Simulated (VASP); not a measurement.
A run of VASP 6.6.1:

The input POSCAR:

```
IrRh3
1.0
    3.8170602900      0.0000000000      0.0000000000
    0.0000000000      3.8170602900      0.0000000000
    0.0000000000      0.0000000000      3.8170602900
Ir Rh
1 3
Direct
    0.0000000000      0.0000000000      0.0000000000
    0.0000000000      0.5000000000      0.5000000000
    0.5000000000      0.0000000000      0.5000000000
    0.5000000000      0.5000000000      0.0000000000
```

INCAR.step1

```
ALGO = Normal
EDIFF = 1E-4
ENCUT = 520
GGA = PE
ISMEAR = 1
LASPH = True
LCHARG = False
LREAL = False
LWAVE = True
NBANDS = 35
NELM = 80
PREC = Accurate
SIGMA = 0.1
```

INCAR.step2

```
ALGO = Normal
EDIFF = 1E-6
ENCUT = 520
ISIF = 2
ISMEAR = 1
ISTART = 1
LASPH = True
LCHARG = False
LMIXTAU = True
LREAL = False
LWAVE = False
METAGGA = R2SCAN
NBANDS = 35
NELM = 80
PREC = Accurate
SIGMA = 0.1
```

The input KPOINTS:

```
k-points
0
Gamma
  6 6 6
```

Potentials or basis: VASP PAW PBE potentials, release 64 (Ir, Rh_pv).

The run is started by

```bash
$ cat potpaw_PBE.64/Ir/POTCAR potpaw_PBE.64/Rh_pv/POTCAR > POTCAR
$ cp INCAR.step1 INCAR
$ mpirun -np 1 vasp_std > vasp.out
$ cp INCAR.step2 INCAR
$ mpirun -np 1 vasp_std > vasp.out
```

Hardware: 1 thread of Intel(R) Xeon(R) Platinum 8259CL CPU @ 2.50GHz (Skylake/Cascade Lake) (shared host).

Question: Estimate the wall time of this run.

Answer: Wall time 2.3 min on 1 thread of Intel(R) Xeon(R) Platinum 8259CL CPU @ 2.50GHz (Skylake/Cascade Lake), with other jobs on the host, peak memory 0.18 GiB. Counts: k points 20.
